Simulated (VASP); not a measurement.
# GaH3 (P6_3/mmc) in VASP: a series of runs

GaH3 is run at these levels: PBE; tasks: single point.

Program: VASP 6.6.1. These are calculated values, not measurements. Logs are shortened: lines on timing, memory, paths and dates and some standing lists are left out, and cuts for length are marked.

### Step 1. The cell of the first run

Symmetry: P6_3/mmc, No. 194, hexagonal system. Conventional cell: a = 4.820 Å, b = 4.820 Å, c = 3.028 Å, α = 90.00°, β = 90.00°, γ = 120.00°. Ga (site symmetry -6m2) has 12 H at 1.97 to 2.41 Å within 2.6 Å. Within 2.7 Å of H (site symmetry mm2) lie 4 Ga at 1.97 to 2.41 Å and 8 H at 2.14 to 2.63 Å.

The cell was generated, and may not be a known phase.

### Step 2. Single point, PBE

Contents of INCAR:

```
PREC = Accurate
ENCUT = 520
EDIFF = 1E-6
ISMEAR = 0
SIGMA = 0.1
LREAL = False
LASPH = True
NELM = 60
ALGO = Fast
ISIF = 2
LWAVE = False
LCHARG = False
GGA = PE
NBANDS = 26
```

Contents of KPOINTS:

```
regular mesh
0
Gamma
  6 6 4
```

Contents of POSCAR:

```
GaH3
1.0
    4.8195632876      0.0000000000      0.0000000000
   -2.4097816438      4.1738642422      0.0000000000
    0.0000000000      0.0000000000      3.0283659091
Ga H
2 6
Direct
    0.6666666667      0.3333333333      0.2500000000
    0.3333333333      0.6666666667      0.7500000000
    0.1818941420      0.3637882841      0.2500000000
    0.1818941420      0.8181058580      0.2500000000
    0.6362117159      0.8181058580      0.2500000000
    0.3637882841      0.1818941420      0.7500000000
    0.8181058580      0.1818941420      0.7500000000
    0.8181058580      0.6362117159      0.7500000000
```

Potentials or basis: VASP PAW PBE potentials, release 64 (Ga_d, H).

The run is started by

```sh
cat potpaw_PBE.64/Ga_d/POTCAR potpaw_PBE.64/H/POTCAR > POTCAR
mpirun -np 1 vasp_std > vasp.out
```

OUTCAR:

```text
PREC = Accurate
   ENCUT = 520
   EDIFF = 1E-6
   ISMEAR = 0
   LREAL = False
   LASPH = True
   NELM = 60
   ISIF = 2
   GGA = PE

 ion  position               nearest neighbor table
   1  0.667  0.333  0.250-
   2  0.333  0.667  0.750-
   3  0.182  0.364  0.250-
   4  0.182  0.818  0.250-
   5  0.636  0.818  0.250-
   6  0.364  0.182  0.750-
   7  0.818  0.182  0.750-
   8  0.818  0.636  0.750-

  LATTYP: Found a hexagonal cell.
 ALAT       =     4.8195632876
 C/A-ratio  =     0.6283486134

  Lattice vectors:

 A1 = (   4.8195632876,   0.0000000000,   0.0000000000)
 A2 = (  -2.4097816438,   4.1738642422,   0.0000000000)
 A3 = (   0.0000000000,   0.0000000000,   3.0283659091)

Analysis of symmetry for initial positions (statically):
=====================================================================
 Subroutine PRICEL returns:
 Original cell was already a primitive cell.

 Routine SETGRP: Setting up the symmetry group for a
 hexagonal supercell.

 Subroutine GETGRP returns: Found 24 space group operations
 (whereof 12 operations were pure point group operations)
 out of a pool of 24 trial point group operations.

The static configuration has the point symmetry D_3d.
 The point group associated with its full space group is D_6h.

Analysis of symmetry for dynamics (positions and initial velocities):
=====================================================================
 Subroutine PRICEL returns:
 Original cell was already a primitive cell.

 Routine SETGRP: Setting up the symmetry group for a
 hexagonal supercell.

 Subroutine GETGRP returns: Found 24 space group operations
 (whereof 12 operations were pure point group operations)
 out of a pool of 24 trial point group operations.

The dynamic configuration has the point symmetry D_3d.
 The point group associated with its full space group is D_6h.

 Subroutine INISYM returns: Found 24 space group operations
 (whereof 12 operations are pure point group operations),
 and found     1 'primitive' translations

----------------------------------------------------------------------------------------

                                     Primitive cell

  volume of cell :      60.9192

  direct lattice vectors                    reciprocal lattice vectors
     4.819563288  0.000000000  0.000000000     0.207487679  0.119793067  0.000000000
    -2.409781644  4.173864242  0.000000000     0.000000000  0.239586135  0.000000000
     0.000000000  0.000000000  3.028365909     0.000000000  0.000000000  0.330211087

  length of vectors
     4.819563288  4.819563288  3.028365909     0.239586135  0.239586135  0.330211087

  position of ions in fractional coordinates (direct lattice)
     0.666666667  0.333333333  0.250000000
     0.333333333  0.666666667  0.750000000
     0.181894142  0.363788284  0.250000000
     0.181894142  0.818105858  0.250000000
     0.636211716  0.818105858  0.250000000
     0.363788284  0.181894142  0.750000000
     0.818105858  0.181894142  0.750000000
     0.818105858  0.636211716  0.750000000

  ion indices of the primitive-cell ions
   primitive index   ion index
                 1           1
                 2           2
                 3           3
                 4           4
                 5           5
                 6           6
                 7           7
                 8           8

----------------------------------------------------------------------------------------

 KPOINTS: regular mesh

Automatic generation of k-mesh.
 Grid dimensions read from file:
 generate k-points for:    6    6    4

 Generating k-lattice:

  Cartesian coordinates                     Fractional coordinates (reciprocal lattice)
     0.034581280  0.019965511  0.000000000     0.166666667  0.000000000  0.000000000
     0.000000000  0.039931022  0.000000000     0.000000000  0.166666667  0.000000000
     0.000000000  0.000000000  0.082552772     0.000000000  0.000000000  0.250000000

  Length of vectors
     0.039931022  0.039931022  0.082552772

  Shift w.r.t. Gamma in fractional coordinates (k-lattice)
     0.000000000  0.000000000  0.000000000

 Subroutine IBZKPT returns following result:
 ===========================================

 Found     21 irreducible k-points:

 Following reciprocal coordinates:
            Coordinates               Weight
  0.000000  0.000000  0.000000      1.000000
  0.166667  0.000000  0.000000      6.000000
  0.333333  0.000000  0.000000      6.000000
  0.500000  0.000000  0.000000      3.000000
  0.166667  0.166667  0.000000      6.000000
  0.333333  0.166667  0.000000     12.000000
[... 13 lines left out ...]
  0.333333  0.166667  0.500000     12.000000
  0.333333  0.333333  0.500000      2.000000
   k-points           NKPTS =     21   k-points in BZ     NKDIM =     21   number of bands    NBANDS=     26
   number of dos      NEDOS =    301   number of ions     NIONS =      8
   total plane-waves  NPLWV =  31104
   dimension x,y,z NGX =    36 NGY =   36 NGZ =   24
   dimension x,y,z NGXF=    72 NGYF=   72 NGZF=   48
   ions per type =               2   6
   NGX,Y,Z   is equivalent  to a cutoff of  12.42, 12.42, 13.18 a.u.
   NGXF,Y,Z  is equivalent  to a cutoff of  24.84, 24.84, 26.35 a.u.
 SYSTEM =  unknown system
   PREC   = accura    normal or accurate (medium, high low for compatibility)
   ISTART =      0    job   : 0-new  1-cont  2-samecut
   ICHARG =      2    charge: 1-file 2-atom 10-const
   ISPIN  =      1    spin polarized calculation?
   LNONCOLLINEAR =      F non collinear calculations
   LSORBIT =      F    spin-orbit coupling
   LASPH  =      T    aspherical Exc in radial PAW
   ENCUT  =  520.0 eV  38.22 Ry    6.18 a.u.   8.96  8.96  5.63*2*pi/ulx,y,z
   NELM   =     60;   NELMIN=  2; NELMDL= -5     # of ELM steps
   EDIFF  = 0.1E-05   stopping-criterion for ELM
   LREAL  =      F    real-space projection
[... 7 lines left out ...]
   TEBEG  =    0.0;   TEEND  =   0.0 temperature during run
   PSTRESS=    0.0 pullay stress
   NELECT =      32.0000    total number of electrons
   NUPDOWN=      -1.0000    fix difference up-down
   EMIN   =  10.00;   EMAX   =-10.00  energy-range for DOS
   EFERMI =   0.00;   METHOD = LEGACY
   ISMEAR =     0;   SIGMA  =   0.10  broadening in eV -4-tet -1-fermi 0-gaus
   EFERMI_NEDOS =   21; number of points for ismear=-14 and -15
   IALGO  =     68    algorithm
   IMIX   =      4    mixing-type and parameters
     AMIX     =   0.40;   BMIX     =  1.00
     AMIX_MAG =   1.60;   BMIX_MAG =  1.00
  volume/ion in A,a.u.               =       7.61        51.39
  Fermi-wavevector in a.u.,A,eV,Ry     =   1.320910  2.496159 23.739505  1.744804
  Thomas-Fermi vector in A             =   2.450702
   LORBIT       =      0    0 simple, 1 ext, 2 COOP (PROOUT), +10 PAW based schemes
   GGA     = PE    functional components
   LHFCALC =     F    Hartree Fock is set to
   AEXX    =    0.0000 exact exchange contribution
   IVDW    =     0    specifies the selected vdW correction
   LEPSILON=     F    determine dielectric tensor
   LRPA    =     F    only Hartree local field effects (RPA)
 non-spin polarized calculation
 RMM-DIIS sequential band-by-band and
 Gauss-broadening in eV      SIGMA  =   0.10
  energy-cutoff  :      520.00
  volume of cell :       60.92
 maximum number of plane-waves:      1661
 NGX is ok and might be reduce to    36
   NGX = 17   NGY = 17   NGZ = 11

 number of electron      31.9999998 magnetization

 Free energy of the ion-electron system (eV)
  ---------------------------------------------------
  ext. energy  EPLUGINS =         0.00000000
  ---------------------------------------------------
  free energy    TOTEN  =       -19.88799464 eV

  energy without entropy =      -19.88429007  energy(sigma->0) =      -19.88614236

 E-fermi :   2.9241     XC(G=0): -10.4400

 val. band max:        2.7438817922   @ k =   0.3333   0.1667   0.2500
 cond. band min:       2.9909575820   @ k =   0.3333   0.0000   0.2500
 fundamental gap:      0.2470757898
 Fermi energy:         2.9240549560

 k-point     1 :       0.0000    0.0000    0.0000
  band No.  band energies     occupation
      1     -11.5844      2.00000
      2     -11.4650      2.00000
      3     -11.4116      2.00000
      4     -11.4116      2.00000
      5     -11.3951      2.00000
      6     -11.3951      2.00000
[... 18 lines left out ...]
     25      15.7207      0.00000
     26      18.6027      0.00000

 k-point     2 :       0.1667    0.0000    0.0000
  band No.  band energies     occupation
      1     -11.5786      2.00000
      2     -11.4761      2.00000
      3     -11.4294      2.00000
      4     -11.4266      2.00000
      5     -11.3733      2.00000
      6     -11.3727      2.00000
[... 18 lines left out ...]
     25      15.9177      0.00000
     26      17.8258      0.00000

 k-point     3 :       0.3333    0.0000    0.0000
  band No.  band energies     occupation
      1     -11.5644      2.00000
      2     -11.4978      2.00000
      3     -11.4448      2.00000
      4     -11.4382      2.00000
      5     -11.3779      2.00000
      6     -11.3596      2.00000
[... 18 lines left out ...]
     25      14.6398      0.00000
     26      16.8259      0.00000

 k-point     4 :       0.5000    0.0000    0.0000
  band No.  band energies     occupation
      1     -11.5546      2.00000
      2     -11.5098      2.00000
      3     -11.4512      2.00000
      4     -11.4418      2.00000
      5     -11.3800      2.00000
      6     -11.3544      2.00000
[... 18 lines left out ...]
     25      13.9404      0.00000
     26      14.7194      0.00000
[... 409 lines left out ...]
      1     -11.5208      2.00000
      2     -11.5208      2.00000
      3     -11.5185      2.00000
      4     -11.5185      2.00000
      5     -11.3510      2.00000
      6     -11.3510      2.00000
[... 18 lines left out ...]
     25      15.5286      0.00000
     26      15.5287      0.00000

 k-point    20 :       0.3333    0.1667    0.5000
  band No.  band energies     occupation
      1     -11.5053      2.00000
      2     -11.5053      2.00000
      3     -11.5011      2.00000
      4     -11.5011      2.00000
      5     -11.3732      2.00000
      6     -11.3732      2.00000
[... 18 lines left out ...]
     25      13.9800      0.00000
     26      13.9801      0.00000

 k-point    21 :       0.3333    0.3333    0.5000
  band No.  band energies     occupation
      1     -11.4995      2.00000
      2     -11.4995      2.00000
      3     -11.4936      2.00000
      4     -11.4936      2.00000
      5     -11.3754      2.00000
      6     -11.3754      2.00000
[... 18 lines left out ...]
     25      14.1662      0.00000
     26      14.1662      0.00000

------------------------ aborting loop because EDIFF is reached ----------------------------------------

  FORCE on cell =-STRESS in cart. coord.  units (eV):
  Direction    XX          YY          ZZ          XY          YZ          ZX
  --------------------------------------------------------------------------------------
  -------------------------------------------------------------------------------------
  Total       -0.0618611     -0.0618611     -0.1221698      0.0000000     -0.0000000      0.0000000
  in kB       -1.6269489     -1.6269489     -3.2130695      0.0000000     -0.0000000      0.0000000
  external PRESSURE =      -2.1556558 kB  Pullay stress =       0.0000000 kB

 VOLUME and BASIS-vectors are now :
 -----------------------------------------------------------------------------
  energy-cutoff  :      520.00
  volume of cell :       60.92
      direct lattice vectors                 reciprocal lattice vectors
     4.819563288  0.000000000  0.000000000     0.207487679  0.119793067  0.000000000
    -2.409781644  4.173864242  0.000000000     0.000000000  0.239586135  0.000000000
     0.000000000  0.000000000  3.028365909     0.000000000  0.000000000  0.330211087

 POSITION                                       TOTAL-FORCE (eV/Angst)
 -----------------------------------------------------------------------------------
      2.40978      1.39129      0.75709         0.000000     -0.000000      0.000000
     -0.00000      2.78258      2.27127        -0.000000     -0.000000      0.000000
     -0.00000      1.51840      0.75709         0.000000     -0.002883     -0.000000
     -1.09481      3.41466      0.75709        -0.002497      0.001442      0.000000
      1.09481      3.41466      0.75709         0.002497      0.001442     -0.000000
      1.31498      0.75920      2.27127        -0.002497     -0.001442      0.000000
      3.50459      0.75920      2.27127         0.002497     -0.001442     -0.000000
      2.40978      2.65546      2.27127        -0.000000      0.002883      0.000000
 -----------------------------------------------------------------------------------
    total drift:                               -0.000000      0.000000      0.000000

  FREE ENERGIE OF THE ION-ELECTRON SYSTEM (eV)
  ---------------------------------------------------
  free  energy   TOTEN  =       -19.8879946400 eV

  energy  without entropy=      -19.8842900741  energy(sigma->0) =      -19.88614236
```

It took 62 s on 1 thread of Oxide Virtual Turin-like, shared host; peak memory 0.15 GiB.

Results:

* Free energy: -19.8880 eV
* Pressure: -0.2 GPa
* Band gap on the k mesh: zero (bands 16 and 17 overlap by 3.76 eV)

Forces on the atoms (eV/Å):
```
Ga   0.000  0.000  0.000
Ga   0.000  0.000  0.000
H    0.000 -0.003  0.000
H   -0.002  0.001  0.000
H    0.002  0.001  0.000
H   -0.002 -0.001  0.000
H    0.002 -0.001  0.000
H    0.000  0.003  0.000
```

Stress tensor (GPa, compression positive):
```
-0.16  0.00  0.00
 0.00 -0.16  0.00
 0.00  0.00 -0.32
```

Caveat: the k points lie up to 0.52 Å⁻¹ apart, too coarse for converged energies and pressures of a metal.

### Step 3. Single point, PBE

This run uses another cell than the first one, of 12.78 Å³/atom.

Contents of INCAR:

```
PREC = Accurate ; ENCUT = 520
EDIFF = 1E-7 ; ISMEAR = 0
SIGMA = 0.1 ; LREAL = F
LASPH = T ; NELM = 100
ALGO = Normal ; ISIF = 2
LWAVE = F ; LCHARG = T
GGA = PE ; LELF = T
LVHAR = T ; NBANDS = 26
```

Contents of KPOINTS:

```
Automatic mesh
0
Gamma
  6 6 4
```

Contents of POSCAR:

```
GaH3
1.0
    5.3286216400      0.0000000000      0.0000000000
   -2.6643108200      4.6147217100      0.0000000000
    0.0000000000      0.0000000000      4.1570179000
Ga H
2 6
Direct
    0.6666666700      0.3333333300      0.2500000000
    0.3333333300      0.6666666700      0.7500000000
    0.1774635600      0.3549271200      0.2500000000
    0.1774635600      0.8225364400      0.2500000000
    0.6450728800      0.8225364400      0.2500000000
    0.3549271200      0.1774635600      0.7500000000
    0.8225364400      0.1774635600      0.7500000000
    0.8225364400      0.6450728800      0.7500000000
```

Potentials or basis: VASP PAW PBE potentials, release 64 (Ga_d, H).

The run is started by

```sh
cat potpaw_PBE.64/Ga_d/POTCAR potpaw_PBE.64/H/POTCAR > POTCAR
mpirun -np 1 vasp_std > vasp.out
```

It took 86 s on 1 thread of Oxide Virtual Turin-like, shared host; peak memory 0.19 GiB.

The run converged. Its results:

| Property | Result |
| --- | --- |
| Free energy | -16.5006 eV |
| Pressure | -12.8 GPa |
| Largest force | 0.319 eV/Å |
| Band gap on the k mesh | zero (bands 16 and 17 overlap by 1.49 eV) |

Forces in eV/Å, atoms in the order of the input:
```
Ga   0.000  0.000  0.000
Ga   0.000  0.000  0.000
H    0.000  0.319  0.000
H    0.277 -0.160  0.000
H   -0.277 -0.160  0.000
H    0.277  0.160  0.000
H   -0.277  0.160  0.000
H    0.000 -0.319  0.000
```

Stress tensor (GPa, compression positive):
```
-11.69   0.00   0.00
  0.00 -11.69   0.00
  0.00   0.00 -14.96
```

Levels at points of the mesh, in eV from the Fermi level:
```
           k point  band 13  band 14  band 15  band 16  band 17  band 18  band 19  band 20
(0.00, 0.00, 0.00)    -1.43    -1.43    -1.00    -1.00    -0.76     1.65     2.22     4.33
(0.50, 0.00, 0.00)    -2.71    -2.39     0.30     0.57     0.94     1.75     3.22     4.24
(0.00, 0.00, 0.50)    -0.90    -0.90    -0.30    -0.30    -0.30    -0.30     2.60     2.60
(0.50, 0.00, 0.50)    -3.65    -3.65    -0.92    -0.92    -0.65    -0.65     4.50     4.50
```

Caveat: the k points lie up to 0.38 Å⁻¹ apart, too coarse for converged energies and pressures of a metal.

The gap in the log of VASP goes by the Fermi energy; the results here count the filled bands.